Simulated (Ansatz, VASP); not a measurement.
One calculation of Ti3O4, two programs

Contents of INCAR:

```
SYSTEM = Ti3O4
PREC     = Accurate       ! precision mode
ENCUT    = 520            ! plane-wave cutoff, eV
EDIFF    = 1E-7           ! SCF threshold, eV
ISMEAR   = 0              ! smearing method
SIGMA    = 0.15           ! smearing width, eV
LREAL    = .False.        ! projectors in reciprocal space
LASPH    = .True.         ! aspherical terms in the spheres
NELM     = 100            ! most SCF steps
ALGO     = Normal         ! electronic algorithm
ISIF     = 2              ! what is computed and relaxed
LWAVE    = .False.        ! write WAVECAR
LCHARG   = .True.         ! write CHGCAR
GGA      = PS             ! functional
LELF     = .True.         ! ELF
LVHAR    = .True.       
NBANDS   = 39             ! bands
```

The input KPOINTS:

```
regular mesh
0
Gamma
  8 8 14
  0 0 0
```

Contents of POSCAR:

```
Ti3O4
1.0
    2.9128162286     -4.0303540220      0.0000000000
    2.9128162286      4.0303540220      0.0000000000
    0.0000000000      0.0000000000      2.9690273773
Ti O
3 4
Direct
    0.0000000000      0.0000000000      0.5000000000
    0.5000000000      0.0000000000      0.0000000000
    0.0000000000      0.5000000000      0.0000000000
    0.7627833111      0.7627833111     -0.0168405318
    0.2588765548      0.7411234452      0.4831594682
    0.2372166889      0.2372166889     -0.0168405318
    0.7411234452      0.2588765548      0.4831594682
```

Input for Ansatz:

```yaml
crystal:
  lattice:
    - [2.9128162286, -4.030354022, 0.0]
    - [2.9128162286, 4.030354022, 0.0]
    - [0.0, 0.0, 2.9690273773]
  atoms:
    - { symbol: Ti, position: [0.0, 0.0, 0.5] }
    - { symbol: Ti, position: [0.5, 0.0, 0.0] }
    - { symbol: Ti, position: [0.0, 0.5, 0.0] }
    - { symbol: O, position: [0.7627833111, 0.7627833111, -0.0168405318] }
    - { symbol: O, position: [0.2588765548, 0.7411234452, 0.4831594682] }
    - { symbol: O, position: [0.2372166889, 0.2372166889, -0.0168405318] }
    - { symbol: O, position: [0.7411234452, 0.2588765548, 0.4831594682] }
basis:
  ecutwfc: 420
kpoints:
  mp_grid: { grid: [8, 8, 14] }
hamiltonian:
  xc: pbesol
scf:
  occupations: { method: gaussian, width: 0.15 }
output:
  forces: true
  stress: true
  eigenvalues: true
```

Change from the starting cell: all O atoms moved -0.050 Å, as atom 4 along Cartesian [0 0 1].

Alike in both runs: task single point; functional PBEsol; k mesh 8 × 8 × 14; occupations gaussian, width 0.15 eV; no spin polarisation.

|  | VASP | Ansatz |
| --- | --- | --- |
| version | VASP 6.6.1 | Ansatz 0.2.0 |
| potentials or method | VASP PAW PBE potentials, release 64 (Ti_sv, O), cutoff 520 eV | scalar-relativistic, plane waves, PAW |
| valence electrons in the cell | 60 | 60 |

Ansatz gave:

* gap on the k mesh at the Fermi level (eV): none
* pressure (GPa): 0.4
* traceless stress, the component that is largest in VASP (GPa): 0.45
* rms of the force components (eV/Å): 0.294

Task: Estimate VASP's values.

Result: gap on the k mesh at the Fermi level (eV): none; pressure (GPa): 1.2; traceless stress, the component that is largest in VASP (GPa): 0.48; rms of the force components (eV/Å): 0.299.

VASP's potentials were made for PBE, not for PBEsol. Atom by atom the forces differ by 0.012 eV/Å (rms over components). A gap of «none» marks a metal or a gap that the smearing closes.
